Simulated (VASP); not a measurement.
# In3Cu (R-3m) in VASP: notebook

Runs on In3Cu. Level: LDA. Tasks: single point.

Everything below comes from runs of VASP 6.6.1. Logs are shortened: lines on timing, memory, paths and dates and some standing lists are left out, and cuts for length are marked.

## Step 1: The cell of the first run

It takes space group R-3m (No. 166, trigonal). Conventional cell: a = 6.344 Å, b = 6.344 Å, c = 7.366 Å, α = 90.00°, β = 90.00°, γ = 120.00°. Within 4.0 Å of In (site symmetry 2/m) lie 8 In at 3.06 to 3.17 Å and 4 Cu at 3.06 to 3.17 Å. Cu (site symmetry -3m) has 12 In at 3.06 to 3.17 Å within 4.0 Å.

## Step 2: Single point, LDA (21.39 Å³/atom)

Contents of INCAR:

```
SYSTEM = In3Cu
  ALGO = Fast
  EDIFF = 1E-6
  ENCUT = 520
  ISIF = 2
  ISMEAR = 0
  LASPH = .TRUE.
  LCHARG = .TRUE.
  LELF = .TRUE.
  LREAL = .FALSE.
  LVHAR = .TRUE.
  LWAVE = .FALSE.
  NBANDS = 33
  NELM = 80
  PREC = Accurate
  SIGMA = 0.15
```

Contents of KPOINTS:

```
k-points
0
G
  10 10 10
  0 0 0
```

Contents of POSCAR:

```
In3Cu
1.0
    4.4081270818     -0.0777552945     -0.0777552945
   -0.0777552945      4.4081270818     -0.0777552945
   -0.0777552945     -0.0777552945      4.4081270818
In Cu
3 1
Direct
    0.0000000000      0.5000000000      0.5000000000
    0.5000000000      0.0000000000      0.5000000000
    0.5000000000      0.5000000000      0.0000000000
    0.0000000000      0.0000000000      0.0000000000
```

Potentials or basis: VASP PAW LDA potentials, release 64 (In_d, Cu).

Run with:

```bash
> cat potpaw_LDA.64/In_d/POTCAR potpaw_LDA.64/Cu/POTCAR > POTCAR
> mpirun -np 1 vasp_std > vasp.out
```

OUTCAR:

```text
SYSTEM = In3Cu
   EDIFF = 1E-6
   ENCUT = 520
   ISIF = 2
   ISMEAR = 0
   LASPH = .TRUE.
   LREAL = .FALSE.
   NELM = 80
   PREC = Accurate

 ion  position               nearest neighbor table
   1  0.000  0.500  0.500-   3 3.06   4 3.06   4 3.06   3 3.06   2 3.06   2 3.06   4 3.17   3 3.17
                             2 3.17   3 3.17   4 3.17   2 3.17
   2  0.500  0.000  0.500-   3 3.06   4 3.06   3 3.06   4 3.06   1 3.06   1 3.06   3 3.17   3 3.17
                             1 3.17   4 3.17   4 3.17   1 3.17
   3  0.500  0.500  0.000-   1 3.06   2 3.06   2 3.06   1 3.06   4 3.06   4 3.06   4 3.17   1 3.17
                             1 3.17   4 3.17   2 3.17   2 3.17
   4  0.000  0.000  0.000-   1 3.06   2 3.06   1 3.06   2 3.06   3 3.06   3 3.06   3 3.17   1 3.17
                             2 3.17   3 3.17   2 3.17   1 3.17

  LATTYP: Found a trigonal (rhomboedric) cell.
 ALAT       =     4.4094984002
 COS(alpha) =    -0.0349452721

  Lattice vectors:

 A1 = (   4.4081270818,  -0.0777552945,  -0.0777552945)
 A2 = (  -0.0777552945,   4.4081270818,  -0.0777552945)
 A3 = (  -0.0777552945,  -0.0777552945,   4.4081270818)

Analysis of symmetry for initial positions (statically):
=====================================================================
 Subroutine PRICEL returns:
 Original cell was already a primitive cell.

 Routine SETGRP: Setting up the symmetry group for a
 trigonal (rhombohedral) supercell.

 Subroutine GETGRP returns: Found 12 space group operations
 (whereof 12 operations were pure point group operations)
 out of a pool of 12 trial point group operations.

The static configuration has the point symmetry D_3d.

Analysis of symmetry for dynamics (positions and initial velocities):
=====================================================================
 Subroutine PRICEL returns:
 Original cell was already a primitive cell.

 Routine SETGRP: Setting up the symmetry group for a
 trigonal (rhombohedral) supercell.

 Subroutine GETGRP returns: Found 12 space group operations
 (whereof 12 operations were pure point group operations)
 out of a pool of 12 trial point group operations.

The dynamic configuration has the point symmetry D_3d.

 Subroutine INISYM returns: Found 12 space group operations
 (whereof 12 operations are pure point group operations),
 and found     1 'primitive' translations

----------------------------------------------------------------------------------------

                                     Primitive cell

  volume of cell :      85.5760

  direct lattice vectors                    reciprocal lattice vectors
     4.408127082 -0.077755295 -0.077755295     0.226997505  0.004075922  0.004075922
    -0.077755295  4.408127082 -0.077755295     0.004075922  0.226997505  0.004075922
    -0.077755295 -0.077755295  4.408127082     0.004075922  0.004075922  0.226997505

  length of vectors
     4.409498400  4.409498400  4.409498400     0.227070680  0.227070680  0.227070680

  position of ions in fractional coordinates (direct lattice)
     0.000000000  0.500000000  0.500000000
     0.500000000  0.000000000  0.500000000
     0.500000000  0.500000000  0.000000000
     0.000000000  0.000000000  0.000000000

  ion indices of the primitive-cell ions
   primitive index   ion index
                 1           1
                 2           2
                 3           3
                 4           4

----------------------------------------------------------------------------------------

 KPOINTS: k-points

Automatic generation of k-mesh.
 Grid dimensions read from file:
 generate k-points for:   10   10   10

 Generating k-lattice:

  Cartesian coordinates                     Fractional coordinates (reciprocal lattice)
     0.022699750  0.000407592  0.000407592     0.100000000  0.000000000  0.000000000
     0.000407592  0.022699750  0.000407592     0.000000000  0.100000000  0.000000000
     0.000407592  0.000407592  0.022699750     0.000000000  0.000000000  0.100000000

  Length of vectors
     0.022707068  0.022707068  0.022707068

  Shift w.r.t. Gamma in fractional coordinates (k-lattice)
     0.000000000  0.000000000  0.000000000

 Subroutine IBZKPT returns following result:
 ===========================================

 Found    116 irreducible k-points:

 Following reciprocal coordinates:
            Coordinates               Weight
  0.000000  0.000000  0.000000      1.000000
  0.100000  0.000000  0.000000      6.000000
  0.200000  0.000000  0.000000      6.000000
  0.300000 -0.000000  0.000000      6.000000
  0.400000  0.000000  0.000000      6.000000
  0.500000 -0.000000  0.000000      3.000000
[... 16 lines left out ...]
  0.300000  0.300000  0.000000      6.000000
  0.400000  0.300000 -0.000000     12.000000
 [... further k-points ...]
   k-points           NKPTS =    116   k-points in BZ     NKDIM =    116   number of bands    NBANDS=     33
   number of dos      NEDOS =    301   number of ions     NIONS =      4
   total plane-waves  NPLWV =  46656
   dimension x,y,z NGX =    36 NGY =   36 NGZ =   36
   dimension x,y,z NGXF=    72 NGYF=   72 NGZF=   72
   ions per type =               3   1
   NGX,Y,Z   is equivalent  to a cutoff of  13.57, 13.57, 13.57 a.u.
   NGXF,Y,Z  is equivalent  to a cutoff of  27.15, 27.15, 27.15 a.u.
 SYSTEM =  In3Cu
   PREC   = accura    normal or accurate (medium, high low for compatibility)
   ISTART =      0    job   : 0-new  1-cont  2-samecut
   ICHARG =      2    charge: 1-file 2-atom 10-const
   ISPIN  =      1    spin polarized calculation?
   LNONCOLLINEAR =      F non collinear calculations
   LSORBIT =      F    spin-orbit coupling
   LASPH  =      T    aspherical Exc in radial PAW
   ENCUT  =  520.0 eV  38.22 Ry    6.18 a.u.   8.20  8.20  8.20*2*pi/ulx,y,z
   NELM   =     80;   NELMIN=  2; NELMDL= -5     # of ELM steps
   EDIFF  = 0.1E-05   stopping-criterion for ELM
   LREAL  =      F    real-space projection
   EDIFFG = 0.1E-04   stopping-criterion for IOM
   NSW    =      0    number of steps for IOM
   IBRION =     -1    ionic relax: 0-MD 1-quasi-New 2-CG
   NFREE  =      0    steps in history (QN), initial steepest desc. (CG)
   ISIF   =      2    stress and relaxation
   ISYM   =      2    0-nonsym 1-usesym 2-fastsym
   POTIM  = 0.5000    time-step for ionic-motion
   TEBEG  =    0.0;   TEEND  =   0.0 temperature during run
   PSTRESS=    0.0 pullay stress
   NELECT =      50.0000    total number of electrons
   NUPDOWN=      -1.0000    fix difference up-down
   EMIN   =  10.00;   EMAX   =-10.00  energy-range for DOS
   EFERMI =   0.00;   METHOD = LEGACY
   ISMEAR =     0;   SIGMA  =   0.15  broadening in eV -4-tet -1-fermi 0-gaus
   EFERMI_NEDOS =   21; number of points for ismear=-14 and -15
   IALGO  =     68    algorithm
   IMIX   =      4    mixing-type and parameters
     AMIX     =   0.40;   BMIX     =  1.00
     AMIX_MAG =   1.60;   BMIX_MAG =  1.00
  volume/ion in A,a.u.               =      21.39       144.37
  Fermi-wavevector in a.u.,A,eV,Ry     =   1.368614  2.586305 25.485114  1.873103
  Thomas-Fermi vector in A             =   2.494562
   LORBIT       =      0    0 simple, 1 ext, 2 COOP (PROOUT), +10 PAW based schemes
   GGA     = CA    functional components
   LHFCALC =     F    Hartree Fock is set to
   AEXX    =    0.0000 exact exchange contribution
   IVDW    =     0    specifies the selected vdW correction
   LEPSILON=     F    determine dielectric tensor
   LRPA    =     F    only Hartree local field effects (RPA)
 non-spin polarized calculation
 RMM-DIIS sequential band-by-band and
 Gauss-broadening in eV      SIGMA  =   0.15
  energy-cutoff  :      520.00
  volume of cell :       85.58
 maximum number of plane-waves:      2326
 NGX is ok and might be reduce to    36
   NGX = 17   NGY = 17   NGZ = 17

 number of electron      50.0000003 magnetization

 Free energy of the ion-electron system (eV)
  ---------------------------------------------------
  ext. energy  EPLUGINS =         0.00000000
  ---------------------------------------------------
  free energy    TOTEN  =       -13.58934665 eV

  energy without entropy =      -13.57336358  energy(sigma->0) =      -13.58135512

 E-fermi :   7.8913     XC(G=0): -11.1687

 val. band max:        7.8657049417   @ k =  -0.3000   0.2000   0.2000
 cond. band min:       7.9137717473   @ k =  -0.3000   0.3000   0.0000
 fundamental gap:      0.0480668056
 Fermi energy:         7.8912808075

 k-point     1 :       0.0000    0.0000    0.0000
  band No.  band energies     occupation
      1      -7.1303      2.00000
      2      -7.1250      2.00000
      3      -7.1250      2.00000
      4      -7.0637      2.00000
      5      -6.8476      2.00000
      6      -6.8476      2.00000
[... 25 lines left out ...]
     32      13.8715      0.00000
     33      14.2001      0.00000

 k-point     2 :       0.1000    0.0000    0.0000
  band No.  band energies     occupation
      1      -7.1187      2.00000
      2      -7.1136      2.00000
      3      -7.1073      2.00000
      4      -7.0512      2.00000
      5      -6.8443      2.00000
      6      -6.8350      2.00000
[... 25 lines left out ...]
     32      13.5494      0.00000
     33      14.1123      0.00000

 k-point     3 :       0.2000    0.0000    0.0000
  band No.  band energies     occupation
      1      -7.1024      2.00000
      2      -7.0699      2.00000
      3      -7.0556      2.00000
      4      -7.0099      2.00000
      5      -6.8352      2.00000
      6      -6.7995      2.00000
[... 25 lines left out ...]
     32      13.2948      0.00000
     33      14.3756      0.00000

 k-point     4 :       0.3000   -0.0000    0.0000
  band No.  band energies     occupation
      1      -7.0864      2.00000
      2      -7.0074      2.00000
      3      -6.9737      2.00000
      4      -6.9369      2.00000
      5      -6.8221      2.00000
      6      -6.7474      2.00000
[... 673 lines left out ...]
     32      13.1155      0.00000
     33      14.7662      0.00000

 k-point    23 :       0.3000    0.3000    0.0000
  band No.  band energies     occupation
      1      -6.9734      2.00000
      2      -6.9313      2.00000
      3      -6.9067      2.00000
      4      -6.8374      2.00000
      5      -6.7992      2.00000
      6      -6.6957      2.00000
[... 25 lines left out ...]
     32      13.9841      0.00000
     33      14.6235      0.00000

 k-point    24 :       0.4000    0.3000   -0.0000
  band No.  band energies     occupation
      1      -6.9469      2.00000
      2      -6.8959      2.00000
      3      -6.8460      2.00000
      4      -6.8170      2.00000
      5      -6.7783      2.00000
      6      -6.7189      2.00000
[... 25 lines left out ...]
     32      14.1616      0.00000
     33      14.8899      0.00000

 [... further k-points ...]
[... 5 lines left out ...]
  --------------------------------------------------------------------------------------
  -------------------------------------------------------------------------------------
  Total       -1.5109667     -1.5109667     -1.5109667      0.0042064      0.0042064      0.0042064
  in kB      -28.2887330    -28.2887330    -28.2887330      0.0787527      0.0787527      0.0787527
  external PRESSURE =     -28.2887330 kB  Pullay stress =       0.0000000 kB

 VOLUME and BASIS-vectors are now :
 -----------------------------------------------------------------------------
  energy-cutoff  :      520.00
  volume of cell :       85.58
      direct lattice vectors                 reciprocal lattice vectors
     4.408127082 -0.077755295 -0.077755295     0.226997505  0.004075922  0.004075922
    -0.077755295  4.408127082 -0.077755295     0.004075922  0.226997505  0.004075922
    -0.077755295 -0.077755295  4.408127082     0.004075922  0.004075922  0.226997505

 POSITION                                       TOTAL-FORCE (eV/Angst)
 -----------------------------------------------------------------------------------
     -0.07776      2.16519      2.16519        -0.000000      0.000000      0.000000
      2.16519     -0.07776      2.16519        -0.000000      0.000000     -0.000000
      2.16519      2.16519     -0.07776         0.000000     -0.000000      0.000000
      0.00000      0.00000      0.00000        -0.000000     -0.000000      0.000000
 -----------------------------------------------------------------------------------
    total drift:                                0.000000      0.000000      0.000000

  FREE ENERGIE OF THE ION-ELECTRON SYSTEM (eV)
  ---------------------------------------------------
  free  energy   TOTEN  =       -13.5893466529 eV

  energy  without entropy=      -13.5733635841  energy(sigma->0) =      -13.58135512
```

Run time: 7.8 min. Hardware: 1 thread of Intel Xeon 8259CL, shared host; peak memory 0.38 GiB.

Results:

| Property | Result |
| --- | --- |
| Free energy | -13.5893 eV |
| Pressure | -2.8 GPa |
| Band gap on the k mesh | zero (bands 25 and 26 overlap by 4.22 eV) |

Caveat: spin-orbit coupling is left out, which moves the levels of the heavy elements.

## Step 3: Single point, LDA

This run uses another cell than the first one, of 20.31 Å³/atom.

Contents of INCAR:

```
  PREC = Accurate
  ENCUT = 600
  EDIFF = 1E-6
  ISMEAR = 0
  SIGMA = 0.15
  LREAL = False
  LASPH = True
  NELM = 120
  ALGO = Normal
  ISIF = 2
  LWAVE = False
  LCHARG = False
  GGA = CA
  NBANDS = 33
  GGA_COMPAT = False
```

Contents of KPOINTS:

```
Automatic mesh
0
Gamma
  10 10 10
```

Contents of POSCAR:

```
In3Cu
1.0
    4.3341653501     -0.1141740445     -0.1141740445
   -0.1141740445      4.3341653501     -0.1141740445
   -0.1141740445     -0.1141740445      4.3341653501
In Cu
3 1
Direct
    0.0000000000      0.5000000000      0.5000000000
    0.5000000000      0.0000000000      0.5000000000
    0.5000000000      0.5000000000      0.0000000000
    0.0000000000      0.0000000000      0.0000000000
```

Potentials or basis: VASP PAW LDA potentials, release 64 (In_d, Cu).

Run with:

```bash
> cat potpaw_LDA.64/In_d/POTCAR potpaw_LDA.64/Cu/POTCAR > POTCAR
> mpirun -np 1 vasp_std > vasp.out
```

Wall time 6.6 min (1 thread of Intel Xeon Platinum 8259CL at 2.50GHz (Skylake/Cascade Lake), shared host); peak memory 0.42 GiB.

It converged, with:

| Quantity | Value |
| --- | --- |
| Free energy | -13.6296 eV |
| Pressure | 0.2 GPa |
| Band gap on the k mesh | zero (bands 25 and 26 overlap by 4.25 eV) |

Stress tensor (GPa, compression positive):
```
 0.18 -0.13 -0.13
-0.13  0.18 -0.13
-0.13 -0.13  0.18
```

Levels at points of the mesh, in eV from the Fermi level:
| k point | band 21 | band 22 | band 23 | band 24 | band 25 | band 26 | band 27 | band 28 | band 29 | band 30 |
| --- | --- | --- | --- | --- | --- | --- | --- | --- | --- | --- |
| (0.00, 0.00, 0.00) | -2.78 | -2.23 | -2.23 | -2.03 | -0.50 | -0.50 | 0.69 | 4.38 | 4.87 | 4.87 |
| (0.50, 0.00, 0.00) | -2.80 | -2.75 | -0.60 | 0.16 | 0.30 | 0.86 | 1.47 | 1.61 | 2.47 | 2.72 |
| (0.50, 0.50, 0.00) | -3.01 | -2.75 | -2.64 | -2.50 | 2.14 | 2.18 | 2.85 | 3.12 | 3.27 | 3.30 |
| (0.50, 0.50, 0.50) | -3.49 | -2.97 | -2.72 | -2.72 | -2.11 | -2.11 | -2.00 | -1.02 | 9.77 | 9.77 |

Caveat: spin-orbit coupling is left out, which moves the levels of the heavy elements.
